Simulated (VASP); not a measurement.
Set up this calculation in VASP 6.6.1, as the native input.

```
Task                   : single point
Functional             : PBE
Potentials or basis    : VASP PAW PBE potentials, release 64 (Si, Ge_d)
Cutoff                 : 520 eV
k mesh                 : 18 × 18 × 6
Occupations            : gaussian, width 0.1 eV
Spin                   : no spin polarisation
Dipole correction      : no
Further INCAR settings : ALGO = Normal; EDIFF = 1e-07; NBANDS = 31
```

The structure of SiGe3 lies in POSCAR:

```
SiGe3
1.0
    2.9554158477      0.0000000000      0.0000000000
   -1.4777079239      2.5594652029      0.0000000000
    0.0000000000      0.0000000000      9.6418008712
Si Ge
1 3
Direct
    0.6666666667      0.3333333333      0.5000000000
    0.3333333333      0.6666666667      0.7366668962
    0.3333333333      0.6666666667      0.2633331038
    0.6666666667      0.3333333333      0.0000000000
```

The input as run:

INCAR

```
SYSTEM = SiGe3
ALGO = Normal ; EDIFF = 1E-7
ENCUT = 520 ; GGA = PE
ISIF = 2 ; ISMEAR = 0
LASPH = .True. ; LCHARG = .False.
LREAL = .False. ; LWAVE = .False.
NBANDS = 31 ; NELM = 60
PREC = Accurate ; SIGMA = 0.1
```

KPOINTS

```
k-points
0
Gamma
  18 18 6
  0 0 0
```

Potentials or basis: VASP PAW PBE potentials, release 64 (Si, Ge_d).

Command:

```console
$ cat potpaw_PBE.64/Si/POTCAR potpaw_PBE.64/Ge_d/POTCAR > POTCAR
$ mpirun -np 1 vasp_std > vasp.out
```

Results of the run:

| Property | Result |
| --- | --- |
| Pressure | 0.0 GPa |
| Band gap on the k mesh | zero (band 23 reaches 13.88 eV, above the bottom of band 24 at 4.74 eV) |

Run time: 5 min on 1 thread of AMD EPYC 9R45 (Zen 5) (shared host), peak memory 0.34 GiB.
